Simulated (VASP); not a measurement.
# TcIr (P-6m2) in VASP: single point with LDA

Aim: the single point of TcIr with LDA.

Program: VASP 6.6.1. These are calculated values, not measurements. Logs are shortened: lines on timing, memory, paths and dates and some standing lists are left out, and cuts for length are marked.

## Step 1: The cell of the first run

It takes space group P-6m2 (No. 187, hexagonal). Conventional cell: a = 2.740 Å, b = 2.740 Å, c = 4.355 Å, α = 90.00°, β = 90.00°, γ = 120.00°. Within 3.5 Å of Tc (site symmetry -6m2) lie 6 Ir at 2.69 Å and 6 Tc at 2.74 Å. Ir (site symmetry -6m2) has 6 Tc at 2.69 Å and 6 Ir at 2.74 Å within 3.5 Å.

## Step 2: Single point, LDA

INCAR reads:

```
  PREC = Accurate
  ENCUT = 500
  EDIFF = 1E-6
  ISMEAR = 1
  SIGMA = 0.02
  LREAL = False
  LASPH = True
  NELM = 120
  ALGO = Normal
  ISIF = 2
  LWAVE = False
  LCHARG = False
  GGA = CA
  NBANDS = 18
  GGA_COMPAT = False
```

KPOINTS reads:

```
Automatic mesh
0
Gamma
  10 10 5
```

POSCAR reads:

```
TcIr
1.0
    2.7399100000      0.0000000000      0.0000000000
   -1.3699500000      2.3728300000      0.0000000000
    0.0000000000      0.0000000000      4.3554600000
Tc Ir
1 1
Direct
    0.3333333333      0.6666666667      0.0000000000
    0.6666666667      0.3333333333      0.5000000000
```

Potentials or basis: VASP PAW LDA potentials, release 64 (Tc_pv, Ir).

Command:

```sh
> cat potpaw_LDA.64/Tc_pv/POTCAR potpaw_LDA.64/Ir/POTCAR > POTCAR
> mpirun -np 1 vasp_std > vasp.out
```

OUTCAR:

```text
PREC = Accurate
   ENCUT = 500
   EDIFF = 1E-6
   ISMEAR = 1
   LREAL = False
   LASPH = True
   NELM = 120
   ISIF = 2
   GGA = CA

 ion  position               nearest neighbor table
   1  0.333  0.667  0.000-   2 2.69   2 2.69   2 2.69   2 2.69   2 2.69   2 2.69
   2  0.667  0.333  0.500-   1 2.69   1 2.69   1 2.69   1 2.69   1 2.69   1 2.69

  LATTYP: Found a hexagonal cell.
 ALAT       =     2.7399100000
 C/A-ratio  =     1.5896361559

  Lattice vectors:

 A1 = (   2.7399100000,   0.0000000000,   0.0000000000)
 A2 = (  -1.3699500000,   2.3728300000,   0.0000000000)
 A3 = (   0.0000000000,   0.0000000000,   4.3554600000)

Analysis of symmetry for initial positions (statically):
=====================================================================
 Subroutine PRICEL returns:
 Original cell was already a primitive cell.

 Routine SETGRP: Setting up the symmetry group for a
 hexagonal supercell.

 Subroutine GETGRP returns: Found 12 space group operations
 (whereof 12 operations were pure point group operations)
 out of a pool of 24 trial point group operations.

The static configuration has the point symmetry D_3h.

Analysis of symmetry for dynamics (positions and initial velocities):
=====================================================================
 Subroutine PRICEL returns:
 Original cell was already a primitive cell.

 Routine SETGRP: Setting up the symmetry group for a
 hexagonal supercell.

 Subroutine GETGRP returns: Found 12 space group operations
 (whereof 12 operations were pure point group operations)
 out of a pool of 24 trial point group operations.

The dynamic configuration has the point symmetry D_3h.

 Subroutine INISYM returns: Found 12 space group operations
 (whereof 12 operations are pure point group operations),
 and found     1 'primitive' translations

----------------------------------------------------------------------------------------

                                     Primitive cell

  volume of cell :      28.3163

  direct lattice vectors                    reciprocal lattice vectors
     2.739910000  0.000000000  0.000000000     0.364975492  0.210718077  0.000000000
    -1.369950000  2.372830000  0.000000000     0.000000000  0.421437693  0.000000000
     0.000000000  0.000000000  4.355460000     0.000000000  0.000000000  0.229596874

  length of vectors
     2.739910000  2.739906059  4.355460000     0.421437086  0.421437693  0.229596874

  position of ions in fractional coordinates (direct lattice)
     0.333333333  0.666666667  0.000000000
     0.666666667  0.333333333  0.500000000

  ion indices of the primitive-cell ions
   primitive index   ion index
                 1           1
                 2           2

----------------------------------------------------------------------------------------

 KPOINTS: Automatic mesh

Automatic generation of k-mesh.
 Grid dimensions read from file:
 generate k-points for:   10   10    5

 Generating k-lattice:

  Cartesian coordinates                     Fractional coordinates (reciprocal lattice)
     0.036497549  0.021071808  0.000000000     0.100000000  0.000000000  0.000000000
     0.000000000  0.042143769  0.000000000     0.000000000  0.100000000  0.000000000
     0.000000000  0.000000000  0.045919375     0.000000000  0.000000000  0.200000000

  Length of vectors
     0.042143709  0.042143769  0.045919375

  Shift w.r.t. Gamma in fractional coordinates (k-lattice)
     0.000000000  0.000000000  0.000000000

 Subroutine IBZKPT returns following result:
 ===========================================

 Found     42 irreducible k-points:

 Following reciprocal coordinates:
            Coordinates               Weight
  0.000000  0.000000  0.000000      1.000000
  0.100000  0.000000  0.000000      6.000000
  0.200000  0.000000  0.000000      6.000000
  0.300000 -0.000000  0.000000      6.000000
  0.400000 -0.000000  0.000000      6.000000
  0.500000 -0.000000  0.000000      3.000000
[... 16 lines left out ...]
  0.300000  0.100000  0.200000     24.000000
  0.400000  0.100000  0.200000     24.000000
 [... further k-points ...]
   k-points           NKPTS =     42   k-points in BZ     NKDIM =     42   number of bands    NBANDS=     18
   number of dos      NEDOS =    301   number of ions     NIONS =      2
   total plane-waves  NPLWV =  12800
   dimension x,y,z NGX =    20 NGY =   20 NGZ =   32
   dimension x,y,z NGXF=    40 NGYF=   40 NGZF=   64
   ions per type =               1   1
   NGX,Y,Z   is equivalent  to a cutoff of  12.14, 12.14, 12.21 a.u.
   NGXF,Y,Z  is equivalent  to a cutoff of  24.27, 24.27, 24.43 a.u.
 SYSTEM =  unknown system
   PREC   = accura    normal or accurate (medium, high low for compatibility)
   ISTART =      0    job   : 0-new  1-cont  2-samecut
   ICHARG =      2    charge: 1-file 2-atom 10-const
   ISPIN  =      1    spin polarized calculation?
   LNONCOLLINEAR =      F non collinear calculations
   LSORBIT =      F    spin-orbit coupling
   LASPH  =      T    aspherical Exc in radial PAW
   ENCUT  =  500.0 eV  36.75 Ry    6.06 a.u.   5.00  5.00  7.94*2*pi/ulx,y,z
   NELM   =    120;   NELMIN=  2; NELMDL= -5     # of ELM steps
   EDIFF  = 0.1E-05   stopping-criterion for ELM
   LREAL  =      F    real-space projection
   EDIFFG = 0.1E-04   stopping-criterion for IOM
   NSW    =      0    number of steps for IOM
   IBRION =     -1    ionic relax: 0-MD 1-quasi-New 2-CG
   NFREE  =      0    steps in history (QN), initial steepest desc. (CG)
   ISIF   =      2    stress and relaxation
   ISYM   =      2    0-nonsym 1-usesym 2-fastsym
   POTIM  = 0.5000    time-step for ionic-motion
   TEBEG  =    0.0;   TEEND  =   0.0 temperature during run
   PSTRESS=    0.0 pullay stress
   NELECT =      22.0000    total number of electrons
   NUPDOWN=      -1.0000    fix difference up-down
   EMIN   =  10.00;   EMAX   =-10.00  energy-range for DOS
   EFERMI =   0.00;   METHOD = LEGACY
   ISMEAR =     1;   SIGMA  =   0.02  broadening in eV -4-tet -1-fermi 0-gaus
   EFERMI_NEDOS =   21; number of points for ismear=-14 and -15
   IALGO  =     38    algorithm
   IMIX   =      4    mixing-type and parameters
     AMIX     =   0.40;   BMIX     =  1.00
     AMIX_MAG =   1.60;   BMIX_MAG =  1.00
  volume/ion in A,a.u.               =      14.16        95.54
  Fermi-wavevector in a.u.,A,eV,Ry     =   1.505001  2.844039 30.817570  2.265028
  Thomas-Fermi vector in A             =   2.615907
   LORBIT       =      0    0 simple, 1 ext, 2 COOP (PROOUT), +10 PAW based schemes
   GGA     = CA    functional components
   LHFCALC =     F    Hartree Fock is set to
   AEXX    =    0.0000 exact exchange contribution
   IVDW    =     0    specifies the selected vdW correction
   LEPSILON=     F    determine dielectric tensor
   LRPA    =     F    only Hartree local field effects (RPA)
 non-spin polarized calculation
 Methfessel and Paxton  Order N= 1 SIGMA  =   0.02
  energy-cutoff  :      500.00
  volume of cell :       28.32
 maximum number of plane-waves:       738
 NGX is ok and might be reduce to    20
   NGX =  9   NGY =  9   NGZ = 15

 number of electron      22.0000010 magnetization

 Free energy of the ion-electron system (eV)
  ---------------------------------------------------
  ext. energy  EPLUGINS =         0.00000000
  ---------------------------------------------------
  free energy    TOTEN  =       -22.51018021 eV

  energy without entropy =      -22.50998093  energy(sigma->0) =      -22.51011379

 E-fermi :  11.6920     XC(G=0): -14.1160

 val. band max:       11.6718222184   @ k =   0.1000   0.0000   0.4000
 cond. band min:      11.6922550191   @ k =   0.4000   0.1000   0.4000
 fundamental gap:      0.0204328006
 Fermi energy:        11.6919843523

 k-point     1 :       0.0000    0.0000    0.0000
  band No.  band energies     occupation
      1     -27.4978      2.00000
      2     -26.8468      2.00000
      3     -26.8468      2.00000
      4       1.8612      2.00000
      5       4.8662      2.00000
      6       8.1935      2.00000
[... 10 lines left out ...]
     17      25.7908      0.00000
     18      28.1891      0.00000

 k-point     2 :       0.1000    0.0000    0.0000
  band No.  band energies     occupation
      1     -27.4859      2.00000
      2     -26.9413      2.00000
      3     -26.8683      2.00000
      4       2.2496      2.00000
      5       5.1492      2.00000
      6       7.8123      2.00000
[... 10 lines left out ...]
     17      26.4845      0.00000
     18      28.6408      0.00000

 k-point     3 :       0.2000    0.0000    0.0000
  band No.  band energies     occupation
      1     -27.4550      2.00000
      2     -27.1841      2.00000
      3     -26.9242      2.00000
      4       3.2822      2.00000
      5       5.7119      2.00000
      6       7.3159      2.00000
[... 10 lines left out ...]
     17      26.7559      0.00000
     18      28.5644      0.00000

 k-point     4 :       0.3000   -0.0000    0.0000
  band No.  band energies     occupation
      1     -27.4758      2.00000
      2     -27.4166      2.00000
      3     -26.9927      2.00000
      4       4.3805      2.00000
      5       5.7743      2.00000
      6       6.7004      2.00000
[... 10 lines left out ...]
     17      23.5178      0.00000
     18      26.8696      0.00000

 k-point     5 :       0.4000   -0.0000    0.0000
  band No.  band energies     occupation
      1     -27.7052      2.00000
      2     -27.3852      2.00000
      3     -27.0474      2.00000
      4       4.6063      2.00000
      5       5.7937      2.00000
      6       5.8686      2.00000
[... 10 lines left out ...]
     17      22.1640      0.00000
     18      24.6059      0.00000

 k-point     6 :       0.5000   -0.0000    0.0000
  band No.  band energies     occupation
      1     -27.7915      2.00000
      2     -27.3732      2.00000
      3     -27.0683      2.00000
      4       4.5280      2.00000
      5       5.5827      2.00000
      6       5.8071      2.00000
[... 10 lines left out ...]
     17      23.0982      0.00000
     18      23.6486      0.00000

 k-point     7 :       0.1000    0.1000    0.0000
  band No.  band energies     occupation
      1     -27.4646      2.00000
      2     -27.1028      2.00000
      3     -26.9142      2.00000
      4       2.9734      2.00000
      5       5.6176      2.00000
      6       7.3110      2.00000
[... 10 lines left out ...]
     17      27.2815      0.00000
     18      29.0358      0.00000

 k-point     8 :       0.2000    0.1000    0.0000
  band No.  band energies     occupation
      1     -27.4299      2.00000
      2     -27.3530      2.00000
      3     -26.9933      2.00000
      4       4.1641      2.00000
      5       6.0350      2.00000
      6       7.0038      2.00000
[... 10 lines left out ...]
     17      25.1966      0.00000
     18      26.7636      0.00000
[... 229 lines left out ...]
     17      23.6388      0.00000
     18      25.6273      0.00000

 k-point    20 :       0.5000   -0.0000    0.2000
  band No.  band energies     occupation
      1     -27.7886      2.00000
      2     -27.3713      2.00000
      3     -27.0691      2.00000
      4       4.4259      2.00000
      5       5.2098      2.00000
      6       6.7201      2.00000
[... 10 lines left out ...]
     17      22.7438      0.00000
     18      24.7685      0.00000

 k-point    21 :       0.1000    0.1000    0.2000
  band No.  band energies     occupation
      1     -27.4720      2.00000
      2     -27.1021      2.00000
      3     -26.9145      2.00000
      4       3.3054      2.00000
      5       5.8123      2.00000
      6       7.3164      2.00000
[... 10 lines left out ...]
     17      26.9012      0.00000
     18      28.5681      0.00000

 k-point    22 :       0.2000    0.1000    0.2000
  band No.  band energies     occupation
      1     -27.4340      2.00000
      2     -27.3511      2.00000
      3     -26.9938      2.00000
      4       4.3662      2.00000
      5       6.2042      2.00000
      6       6.7963      2.00000
[... 10 lines left out ...]
     17      25.7806      0.00000
     18      27.1729      0.00000

 k-point    23 :       0.3000    0.1000    0.2000
  band No.  band energies     occupation
      1     -27.5938      2.00000
      2     -27.3951      2.00000
      3     -27.0731      2.00000
      4       4.8543      2.00000
      5       5.8730      2.00000
      6       6.5604      2.00000
[... 10 lines left out ...]
     17      24.2459      0.00000
     18      25.2839      0.00000

 k-point    24 :       0.4000    0.1000    0.2000
  band No.  band energies     occupation
      1     -27.7405      2.00000
      2     -27.3713      2.00000
      3     -27.1216      2.00000
      4       4.7250      2.00000
      5       5.4759      2.00000
      6       6.7788      2.00000
[... 10 lines left out ...]
     17      23.3784      0.00000
     18      23.9109      0.00000

 [... further k-points ...]

------------------------ aborting loop because EDIFF is reached ----------------------------------------

  FORCE on cell =-STRESS in cart. coord.  units (eV):
  Direction    XX          YY          ZZ          XY          YZ          ZX
  --------------------------------------------------------------------------------------
  -------------------------------------------------------------------------------------
  Total       -1.8451646     -1.8451620     -2.0207048     -0.0000039      0.0000000      0.0000000
  in kB     -104.4019829   -104.4018364   -114.3342897     -0.0002200      0.0000000      0.0000000
  external PRESSURE =    -107.7127030 kB  Pullay stress =       0.0000000 kB

 VOLUME and BASIS-vectors are now :
 -----------------------------------------------------------------------------
  energy-cutoff  :      500.00
  volume of cell :       28.32
      direct lattice vectors                 reciprocal lattice vectors
     2.739910000  0.000000000  0.000000000     0.364975492  0.210718077  0.000000000
    -1.369950000  2.372830000  0.000000000     0.000000000  0.421437693  0.000000000
     0.000000000  0.000000000  4.355460000     0.000000000  0.000000000  0.229596874

 POSITION                                       TOTAL-FORCE (eV/Angst)
 -----------------------------------------------------------------------------------
      0.00000      1.58189      0.00000        -0.000000      0.000000      0.000000
      1.36996      0.79094      2.17773         0.000000      0.000000      0.000000
 -----------------------------------------------------------------------------------
    total drift:                               -0.000016     -0.000005     -0.000000

  FREE ENERGIE OF THE ION-ELECTRON SYSTEM (eV)
  ---------------------------------------------------
  free  energy   TOTEN  =       -22.5101802114 eV

  energy  without entropy=      -22.5099809335  energy(sigma->0) =      -22.51011379
```

It took 34 s on 1 thread of Intel Xeon 8259CL, shared host; peak memory 0.15 GiB.

What came out:

| Quantity | Value |
| --- | --- |
| Free energy | -22.5102 eV |
| Pressure | -10.8 GPa |
| Band gap on the k mesh | zero (band 11 reaches 12.75 eV, above the bottom of band 12 at 10.10 eV) |

Stress tensor (GPa, compression positive):
```
-10.44   0.00   0.00
  0.00 -10.44   0.00
  0.00   0.00 -11.43
```

Levels at points of the mesh, in eV from the Fermi level:
```csv
k point,band 9,band 10,band 11,band 12,band 13,band 14
"(0.00, 0.00, 0.00)",-1.80,-1.80,-1.60,-1.60,0.48,1.47
"(0.50, 0.00, 0.00)",-2.37,-1.79,0.87,2.19,2.73,3.84
```

Caveat: spin-orbit coupling is left out, which moves the levels of the heavy elements.
